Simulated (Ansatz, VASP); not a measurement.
## Pt in VASP and in Ansatz

The input INCAR:

```
ALGO = Normal ; EDIFF = 1E-6
ENCUT = 520 ; GGA = RP
ISIF = 2 ; ISMEAR = -1
LASPH = T ; LCHARG = T
LELF = T ; LREAL = F
LVHAR = T ; LWAVE = F
NBANDS = 17 ; NELM = 60
PREC = Accurate ; SIGMA = 0.1
```

File KPOINTS:

```
k-points
0
Gamma
  15 15 8
```

File POSCAR:

```
Pt
1.0
    2.7058724868      0.0000000000      0.0000000000
   -1.3529362434      2.3433543130      0.0000000000
    0.0000000000      0.0000000000      4.6566049496
Pt
2
Direct
    0.3333333333      0.6666666667      0.2500000000
    0.6666666667      0.3333333333      0.7500000000
```

Input for Ansatz:

```yaml
crystal:
  lattice:
    - [2.7058724868, 0.0, 0.0]
    - [-1.3529362434, 2.343354313, 0.0]
    - [0.0, 0.0, 4.6566049496]
  atoms:
    - { symbol: Pt, position: [0.3333333333, 0.6666666667, 0.25] }
    - { symbol: Pt, position: [0.6666666667, 0.3333333333, 0.75] }
hamiltonian:
  xc: rpbe
  pseudopotentials:
    kind: paw
    azcp:
      Pt: "pseudopotentials/Pt.paw.azcp"
basis:
  ecutwfc: 420
  fft_grid_basis: typed
kpoints:
  mp_grid: { grid: [15, 15, 8], shift: [0, 0, 0] }
magnetization:
  spin_polarized: false
scf:
  occupations: { method: fermi_dirac, width: 0.1 }
  lower_state_search: "off"
output:
  stress: true
  write_density: true
  write_potential: true
  elf: true
  volumetric_format: npy
```

Alike in both runs: task single point; functional RPBE; k mesh 15 × 15 × 8; occupations fermi-dirac, width 0.1 eV; no spin polarisation.

```csv
,VASP,Ansatz
version,VASP 6.6.1,Ansatz 0.2.0
potentials or method,"VASP PAW PBE potentials, release 64 (Pt), cutoff 520 eV","plane waves (420 eV) with PAW, scalar-relativistic"
valence electrons in the cell,20,36
```

|  | VASP | Ansatz | Ansatz less VASP |
| --- | --- | --- | --- |
| pressure (GPa) | 22.9 | 23.6 | +0.65 |
| traceless stress, the component that is largest in VASP (GPa) | -1.45 | -1.41 | +0.039 |

VASP's potentials were made for PBE, not for RPBE. VASP's potentials hold 20 valence electrons a cell and Ansatz's 36, so a difference there can come from the potentials and not from the codes.

Spin-orbit coupling is off throughout.
